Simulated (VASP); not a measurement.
Runs of VASP 6.6.1 on MnS. Symmetry: Fm-3m, No. 225, cubic system. The conventional cell has a = 5.224 Å, b = 5.224 Å, c = 5.224 Å, α = 90.00°, β = 90.00°, γ = 90.00°. Mn (site symmetry m-3m) has 6 S at 2.61 Å within 3.4 Å. Within 3.4 Å of S (site symmetry m-3m) lie 6 Mn at 2.61 Å. 

```tsv
potentials or basis	spin	fixed moment (μB)	cutoff (eV)	gap on the mesh (eV)	pressure (GPa)	moment (μB)
VASP PAW PBE potentials, release 64 (Mn_pv, S)	collinear, ferromagnetic start	11.0	520	-	4.5	11.00
VASP PAW PBE potentials, release 64 (Mn_sv, S)	collinear, ferromagnetic start	-	600	(b)	-2.2	9.99
VASP PAW PBE potentials, release 64 (Mn_pv, S)	collinear, ferromagnetic start	-	520	0.19	-1.0	10.00
VASP PAW PBE potentials, release 64 (Mn_pv, S)	off	-	520	(a)	(c)	-
```

Alike in all rows: task single point; level PBEsol+U; Mn d U = 4.0 eV, J = 0.9 eV; cell as given; k mesh 6 × 6 × 6; smearing gaussian 0.05 eV.

Problem. Estimate the missing entries.

Solution. (a) none; (b) 0.07; (c) -21.4.

Caveats: the PAW data sets were made with another functional, which shifts forces and pressure a little; the run started ferromagnetic, and an antiferromagnetic order may lie lower in energy (at least some runs); semilocal functionals underestimate gaps, and a narrow one can read as zero (at least some runs); the cell stands under pressure (at least some runs); the total moment is fixed, so each spin has its own Fermi level and the state may be an excited one (at least some runs); the cell stands under tension (at least some runs); U without spin polarisation on a metal has little footing (at least some runs).

A k mesh can miss the band edges.

The runs don't all hold the same shells in valence.
